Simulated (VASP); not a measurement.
Wanted: the native input for a VASP 6.6.1 run.

```yaml
Task: single point
Functional: r2SCAN
Potentials_or_basis: VASP PAW PBE potentials, release 64 (Mg, O)
Cutoff: 520 eV
k_mesh: 10 × 10 × 10
Occupations: gaussian, width 0.01 eV
Spin: no spin polarisation
Dipole_correction: no
Further_INCAR_settings: ALGO = Normal; EDIFF = 1e-06; NBANDS = 11
```

Crystal: MgO.

```
CELL_PARAMETERS angstrom
0.00399 2.10217 2.10217
2.10217 0.00399 2.10217
2.10616 2.10616 0.00000
ATOMIC_POSITIONS crystal
Mg 0.00000 0.00000 0.00000
O 0.50000 0.50000 0.50000
```

This cell differs from its parent crystal: shear xy strain +0.4%.

These files were run (other wordings do the same):

POSCAR

```
MgO
1.0
    0.0039941181      2.1021674168      2.1021674168
    2.1021674168      0.0039941181      2.1021674168
    2.1061615349      2.1061615349      0.0000000000
Mg O
1 1
Direct
    0.0000000000      0.0000000000      0.0000000000
    0.5000000000      0.5000000000      0.5000000000
```

INCAR.step1

```
SYSTEM = MgO
  PREC = Accurate
  ENCUT = 520
  ISMEAR = 0
  SIGMA = 0.01
  LREAL = .False.
  LASPH = .True.
  NELM = 80
  NBANDS = 11
  GGA = PE
  ALGO = Normal
  EDIFF = 1E-4
  LWAVE = .True.
  LCHARG = .False.
```

INCAR.step2

```
SYSTEM = MgO
  PREC = Accurate
  ENCUT = 520
  EDIFF = 1E-6
  ISMEAR = 0
  SIGMA = 0.01
  LREAL = .False.
  LASPH = .True.
  NELM = 80
  ALGO = Normal
  ISIF = 2
  LWAVE = .False.
  LCHARG = .False.
  METAGGA = R2SCAN
  LMIXTAU = .True.
  NBANDS = 11
  ISTART = 1
```

KPOINTS

```
regular mesh
0
Gamma
  10 10 10
  0 0 0
```

Potentials or basis: VASP PAW PBE potentials, release 64 (Mg, O).

Run with:

```sh
$ cat potpaw_PBE.64/Mg/POTCAR potpaw_PBE.64/O/POTCAR > POTCAR
$ cp INCAR.step1 INCAR
$ mpirun -np 1 vasp_std > vasp.out
$ cp INCAR.step2 INCAR
$ mpirun -np 1 vasp_std > vasp.out
```

It gave:

The pressure is -1.1 GPa and the band gap on the k mesh is 5.65 eV, direct.

Caveat: the cell differs from its parent crystal (shear xy strain +0.4%); the PAW data sets were made with another functional, which shifts forces and pressure a little.

Run time: 60 s on 1 thread of Intel(R) Xeon(R) Platinum 8488C (Sapphire Rapids) (shared host), peak memory 0.17 GiB.
